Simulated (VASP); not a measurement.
A run of VASP 6.6.1 is set up as follows.

File POSCAR:

```
PbS
1.0
    3.6536590000      0.0000000000      0.0000000000
    0.0000000000      3.6536590000      0.0000000000
    0.0000000000      0.0000000000      3.6536590000
Pb S
1 1
Direct
    0.0000000000      0.0000000000      0.0000000000
    0.5000000000      0.5000000000      0.5000000000
```

INCAR.step1

```
SYSTEM = PbS
PREC = Accurate
ENCUT = 520
EDIFF = 1E-5
ISMEAR = -1
SIGMA = 0.05
LREAL = .False.
LASPH = .True.
NELM = 100
ALGO = Normal
ISIF = 2
LWAVE = .True.
GGA = PE
NBANDS = 17
```

Contents of INCAR.step2:

```
SYSTEM = PbS
PREC = Accurate
ENCUT = 520
EDIFF = 1E-6
ISMEAR = -1
SIGMA = 0.05
LREAL = .False.
LASPH = .True.
NELM = 100
ALGO = Normal
ISIF = 2
LWAVE = .False.
LCHARG = .True.
GGA = PE
LHFCALC = .True.
AEXX = 0.05
HFSCREEN = 0.2
PRECFOCK = Normal
LELF = .True.
LVHAR = .True.
ISTART = 1
NBANDS = 17
```

KPOINTS

```
regular mesh
0
Gamma
  4 4 4
  0 0 0
```

Potentials or basis: VASP PAW PBE potentials, release 64 (Pb_d, S).

Run with:

```console
$ cat potpaw_PBE.64/Pb_d/POTCAR potpaw_PBE.64/S/POTCAR > POTCAR
$ cp INCAR.step1 INCAR
$ mpirun -np 1 vasp_std > vasp.out
$ cp INCAR.step2 INCAR
$ mpirun -np 1 vasp_std > vasp.out
```

Question: What does it give for the band gap on the k mesh?

Answer: Zero (bands 10 and 11 overlap by 0.31 eV).

Question: What does it give for the pressure?

Answer: -1.0 GPa.

Caveat: the k points lie up to 0.43 Å⁻¹ apart; the PAW data sets were made with another functional, which shifts forces and pressure a little; spin-orbit coupling is left out, which moves the levels of the heavy elements.
